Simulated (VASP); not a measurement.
# Ge (Cmmm) in VASP: single point with PBE

Aim: the single point of Ge with PBE.

Program: VASP 6.6.1. These are calculated values, not measurements. Logs are shortened: lines on timing, memory, paths and dates and some standing lists are left out, and cuts for length are marked.

## Step 1: The cell of the first run

The structure is orthorhombic, space group Cmmm (No. 65). Conventional cell: a = 5.398 Å, b = 8.057 Å, c = 6.102 Å, α = 90.00°, β = 90.00°, γ = 90.00°. Within 3.6 Å of Ge (site symmetry 2) lie 6 Ge at 2.70 to 3.05 Å. Ge (site symmetry mmm) has 8 Ge at 2.86 Å within 3.8 Å.

## Step 2: Single point, PBE

Input file INCAR:

```
PREC = Accurate
ENCUT = 520
EDIFF = 1E-7
ISMEAR = 0
SIGMA = 0.1
LREAL = F
LASPH = T
NELM = 100
ALGO = Normal
ISIF = 2
LWAVE = F
LCHARG = F
GGA = PE
NBANDS = 43
```

Input file KPOINTS:

```
regular mesh
0
Gamma
  4 4 4
```

Input file POSCAR:

```
Ge
1.0
    2.6991804614     -4.0287146363      0.0000000000
    2.6991804614      4.0287146363      0.0000000000
    0.0000000000      0.0000000000      6.1021461553
Ge
5
Direct
    0.5000000000      0.0000000000      0.2500000000
    0.0000000000      0.5000000000      0.7500000000
    0.0000000000      0.5000000000      0.2500000000
    0.5000000000      0.0000000000      0.7500000000
    0.0000000000      0.0000000000      0.0000000000
```

Potentials or basis: VASP PAW PBE potentials, release 64 (Ge_d).

The run is started by

```bash
cat potpaw_PBE.64/Ge_d/POTCAR > POTCAR
mpirun -np 1 vasp_std > vasp.out
```

OUTCAR:

```text
PREC = Accurate
   ENCUT = 520
   EDIFF = 1E-7
   ISMEAR = 0
   LREAL = F
   LASPH = T
   NELM = 100
   ISIF = 2
   GGA = PE

 ion  position               nearest neighbor table
   1  0.500  0.000  0.250-   3 2.70   3 2.70   5 2.86   5 2.86
   2  0.000  0.500  0.750-   4 2.70   4 2.70   5 2.86   5 2.86
   3  0.000  0.500  0.250-   1 2.70   1 2.70   5 2.86   5 2.86
   4  0.500  0.000  0.750-   2 2.70   2 2.70   5 2.86   5 2.86
   5  0.000  0.000  0.000-   1 2.86   2 2.86   3 2.86   4 2.86   2 2.86   3 2.86   1 2.86   4 2.86

  LATTYP: Found a base centered orthorhombic cell.
 ALAT       =     5.3983609228
 B/A-ratio  =     1.4925695758
 C/A-ratio  =     1.1303701702

  Lattice vectors:

 A1 = (   2.6991804614,  -4.0287146363,   0.0000000000)
 A2 = (   2.6991804614,   4.0287146363,   0.0000000000)
 A3 = (   0.0000000000,   0.0000000000,   6.1021461553)

Analysis of symmetry for initial positions (statically):
=====================================================================
 Subroutine PRICEL returns:
 Original cell was already a primitive cell.

 Routine SETGRP: Setting up the symmetry group for a
 base centered orthorhombic supercell.

 Subroutine GETGRP returns: Found  8 space group operations
 (whereof  8 operations were pure point group operations)
 out of a pool of  8 trial point group operations.

The static configuration has the point symmetry D_2h.

Analysis of symmetry for dynamics (positions and initial velocities):
=====================================================================
 Subroutine PRICEL returns:
 Original cell was already a primitive cell.

 Routine SETGRP: Setting up the symmetry group for a
 base centered orthorhombic supercell.

 Subroutine GETGRP returns: Found  8 space group operations
 (whereof  8 operations were pure point group operations)
 out of a pool of  8 trial point group operations.

The dynamic configuration has the point symmetry D_2h.

 Subroutine INISYM returns: Found  8 space group operations
 (whereof  8 operations are pure point group operations),
 and found     1 'primitive' translations

----------------------------------------------------------------------------------------

                                     Primitive cell

  volume of cell :     132.7123

  direct lattice vectors                    reciprocal lattice vectors
     2.699180461 -4.028714636  0.000000000     0.185241412 -0.124109063  0.000000000
     2.699180461  4.028714636  0.000000000     0.185241412  0.124109063  0.000000000
     0.000000000  0.000000000  6.102146155     0.000000000  0.000000000  0.163876770

  length of vectors
     4.849341892  4.849341892  6.102146155     0.222974080  0.222974080  0.163876770

  position of ions in fractional coordinates (direct lattice)
     0.500000000  0.000000000  0.250000000
     0.000000000  0.500000000  0.750000000
     0.000000000  0.500000000  0.250000000
     0.500000000  0.000000000  0.750000000
     0.000000000  0.000000000  0.000000000

  ion indices of the primitive-cell ions
   primitive index   ion index
                 1           1
                 2           2
                 3           3
                 4           4
                 5           5

----------------------------------------------------------------------------------------

 KPOINTS: regular mesh

Automatic generation of k-mesh.
 Grid dimensions read from file:
 generate k-points for:    4    4    4

 Generating k-lattice:

  Cartesian coordinates                     Fractional coordinates (reciprocal lattice)
     0.046310353 -0.031027266  0.000000000     0.250000000  0.000000000  0.000000000
     0.046310353  0.031027266  0.000000000     0.000000000  0.250000000  0.000000000
     0.000000000  0.000000000  0.040969192     0.000000000  0.000000000  0.250000000

  Length of vectors
     0.055743520  0.055743520  0.040969192

  Shift w.r.t. Gamma in fractional coordinates (k-lattice)
     0.000000000  0.000000000  0.000000000

 Subroutine IBZKPT returns following result:
 ===========================================

 Found     21 irreducible k-points:

 Following reciprocal coordinates:
            Coordinates               Weight
  0.000000  0.000000  0.000000      1.000000
  0.250000  0.000000  0.000000      4.000000
  0.500000  0.000000  0.000000      2.000000
  0.250000  0.250000  0.000000      2.000000
  0.500000  0.250000  0.000000      4.000000
 -0.250000  0.250000  0.000000      2.000000
[... 13 lines left out ...]
 -0.250000  0.250000  0.500000      2.000000
  0.500000  0.500000  0.500000      1.000000
   k-points           NKPTS =     21   k-points in BZ     NKDIM =     21   number of bands    NBANDS=     43
   number of dos      NEDOS =    301   number of ions     NIONS =      5
   total plane-waves  NPLWV =  62208
   dimension x,y,z NGX =    36 NGY =   36 NGZ =   48
   dimension x,y,z NGXF=    72 NGYF=   72 NGZF=   96
   ions per type =               5
   NGX,Y,Z   is equivalent  to a cutoff of  12.34, 12.34, 13.08 a.u.
   NGXF,Y,Z  is equivalent  to a cutoff of  24.68, 24.68, 26.15 a.u.
 SYSTEM =  unknown system
   PREC   = accura    normal or accurate (medium, high low for compatibility)
   ISTART =      0    job   : 0-new  1-cont  2-samecut
   ICHARG =      2    charge: 1-file 2-atom 10-const
   ISPIN  =      1    spin polarized calculation?
   LNONCOLLINEAR =      F non collinear calculations
   LSORBIT =      F    spin-orbit coupling
   LASPH  =      T    aspherical Exc in radial PAW
   ENCUT  =  520.0 eV  38.22 Ry    6.18 a.u.   9.02  9.02 11.35*2*pi/ulx,y,z
   NELM   =    100;   NELMIN=  2; NELMDL= -5     # of ELM steps
   EDIFF  = 0.1E-06   stopping-criterion for ELM
   LREAL  =      F    real-space projection
   EDIFFG = 0.1E-05   stopping-criterion for IOM
   NSW    =      0    number of steps for IOM
   IBRION =     -1    ionic relax: 0-MD 1-quasi-New 2-CG
   NFREE  =      0    steps in history (QN), initial steepest desc. (CG)
   ISIF   =      2    stress and relaxation
   ISYM   =      2    0-nonsym 1-usesym 2-fastsym
   POTIM  = 0.5000    time-step for ionic-motion
   TEBEG  =    0.0;   TEEND  =   0.0 temperature during run
   PSTRESS=    0.0 pullay stress
   NELECT =      70.0000    total number of electrons
   NUPDOWN=      -1.0000    fix difference up-down
   EMIN   =  10.00;   EMAX   =-10.00  energy-range for DOS
   EFERMI =   0.00;   METHOD = LEGACY
   ISMEAR =     0;   SIGMA  =   0.10  broadening in eV -4-tet -1-fermi 0-gaus
   EFERMI_NEDOS =   21; number of points for ismear=-14 and -15
   IALGO  =     38    algorithm
   IMIX   =      4    mixing-type and parameters
     AMIX     =   0.40;   BMIX     =  1.00
     AMIX_MAG =   1.60;   BMIX_MAG =  1.00
  volume/ion in A,a.u.               =      26.54       179.12
  Fermi-wavevector in a.u.,A,eV,Ry     =   1.322728  2.499593 23.804876  1.749609
  Thomas-Fermi vector in A             =   2.452388
   LORBIT       =      0    0 simple, 1 ext, 2 COOP (PROOUT), +10 PAW based schemes
   GGA     = PE    functional components
   LHFCALC =     F    Hartree Fock is set to
   AEXX    =    0.0000 exact exchange contribution
   IVDW    =     0    specifies the selected vdW correction
   LEPSILON=     F    determine dielectric tensor
   LRPA    =     F    only Hartree local field effects (RPA)
 non-spin polarized calculation
 Gauss-broadening in eV      SIGMA  =   0.10
  energy-cutoff  :      520.00
  volume of cell :      132.71
 maximum number of plane-waves:      3588
   NGX = 19   NGY = 19   NGZ = 23

 number of electron      69.9999941 magnetization

 Free energy of the ion-electron system (eV)
  ---------------------------------------------------
  ext. energy  EPLUGINS =         0.00000000
  ---------------------------------------------------
  free energy    TOTEN  =       -19.98094016 eV

  energy without entropy =      -19.96198065  energy(sigma->0) =      -19.97146041

 E-fermi :   3.4571     XC(G=0):  -9.3440

 val. band max:        3.4355331484   @ k =   0.0000   0.0000   0.5000
 cond. band min:       3.4732450350   @ k =   0.5000   0.2500   0.5000
 fundamental gap:      0.0377118866
 Fermi energy:         3.4570854076

 k-point     1 :       0.0000    0.0000    0.0000
  band No.  band energies     occupation
      1     -21.2079      2.00000
      2     -21.1929      2.00000
      3     -21.1603      2.00000
      4     -21.1539      2.00000
      5     -21.1434      2.00000
      6     -21.1426      2.00000
[... 35 lines left out ...]
     42       7.7861      0.00000
     43       8.1620      0.00000

 k-point     2 :       0.2500    0.0000    0.0000
  band No.  band energies     occupation
      1     -21.1779      2.00000
      2     -21.1643      2.00000
      3     -21.1571      2.00000
      4     -21.1523      2.00000
      5     -21.1481      2.00000
      6     -21.1408      2.00000
[... 35 lines left out ...]
     42       8.5649      0.00000
     43       8.8668      0.00000

 k-point     3 :       0.5000    0.0000    0.0000
  band No.  band energies     occupation
      1     -21.1609      2.00000
      2     -21.1490      2.00000
      3     -21.1474      2.00000
      4     -21.1462      2.00000
      5     -21.1312      2.00000
      6     -21.1281      2.00000
[... 35 lines left out ...]
     42       7.7807      0.00000
     43       8.5092      0.00000

 k-point     4 :       0.2500    0.2500    0.0000
  band No.  band energies     occupation
      1     -21.1554      2.00000
      2     -21.1526      2.00000
      3     -21.1471      2.00000
      4     -21.1450      2.00000
      5     -21.1376      2.00000
      6     -21.1292      2.00000
[... 725 lines left out ...]
     42       8.0230      0.00000
     43       8.8133      0.00000

 k-point    20 :      -0.2500    0.2500    0.5000
  band No.  band energies     occupation
      1     -21.1985      2.00000
      2     -21.1969      2.00000
      3     -21.1694      2.00000
      4     -21.1428      2.00000
      5     -21.1408      2.00000
      6     -21.1402      2.00000
[... 35 lines left out ...]
     42       7.6053      0.00000
     43       9.6553      0.00000

 k-point    21 :       0.5000    0.5000    0.5000
  band No.  band energies     occupation
      1     -21.1967      2.00000
      2     -21.1963      2.00000
      3     -21.1730      2.00000
      4     -21.1543      2.00000
      5     -21.1486      2.00000
      6     -21.1360      2.00000
[... 35 lines left out ...]
     42       8.0407      0.00000
     43       8.0457      0.00000

------------------------ aborting loop because EDIFF is reached ----------------------------------------

  FORCE on cell =-STRESS in cart. coord.  units (eV):
  Direction    XX          YY          ZZ          XY          YZ          ZX
  --------------------------------------------------------------------------------------
  -------------------------------------------------------------------------------------
  Total       -2.0725557     -2.4946473     -4.1470224      0.0000000      0.0000000      0.0000000
  in kB      -25.0210632    -30.1167913    -50.0651980      0.0000000      0.0000000      0.0000000
  external PRESSURE =     -35.0676842 kB  Pullay stress =       0.0000000 kB

 VOLUME and BASIS-vectors are now :
 -----------------------------------------------------------------------------
  energy-cutoff  :      520.00
  volume of cell :      132.71
      direct lattice vectors                 reciprocal lattice vectors
     2.699180461 -4.028714636  0.000000000     0.185241412 -0.124109063  0.000000000
     2.699180461  4.028714636  0.000000000     0.185241412  0.124109063  0.000000000
     0.000000000  0.000000000  6.102146155     0.000000000  0.000000000  0.163876770

 POSITION                                       TOTAL-FORCE (eV/Angst)
 -----------------------------------------------------------------------------------
      1.34959     -2.01436      1.52554         0.000000      0.000000      0.091564
      1.34959      2.01436      4.57661        -0.000000      0.000000     -0.091564
      1.34959      2.01436      1.52554        -0.000000      0.000000      0.091564
      1.34959     -2.01436      4.57661         0.000000      0.000000     -0.091564
      0.00000      0.00000      0.00000         0.000000      0.000000      0.000000
 -----------------------------------------------------------------------------------
    total drift:                                0.000000     -0.000000      0.000000

  FREE ENERGIE OF THE ION-ELECTRON SYSTEM (eV)
  ---------------------------------------------------
  free  energy   TOTEN  =       -19.9809401649 eV

  energy  without entropy=      -19.9619806534  energy(sigma->0) =      -19.97146041
```

Run time: 93 s. Hardware: 1 thread of Intel Xeon Platinum 8259CL at 2.50GHz (Skylake/Cascade Lake), shared host; peak memory 0.27 GiB.

What came out:

| Quantity | Value |
| --- | --- |
| Free energy | -19.9809 eV |
| Pressure | -3.5 GPa |
| Largest force | 0.092 eV/Å |
| Band gap on the k mesh | zero (band 35 reaches 4.31 eV, above the bottom of band 36 at 2.95 eV) |

Forces on the atoms (eV/Å):
```
Ge   0.000  0.000  0.092
Ge   0.000  0.000 -0.092
Ge   0.000  0.000  0.092
Ge   0.000  0.000 -0.092
Ge   0.000  0.000  0.000
```
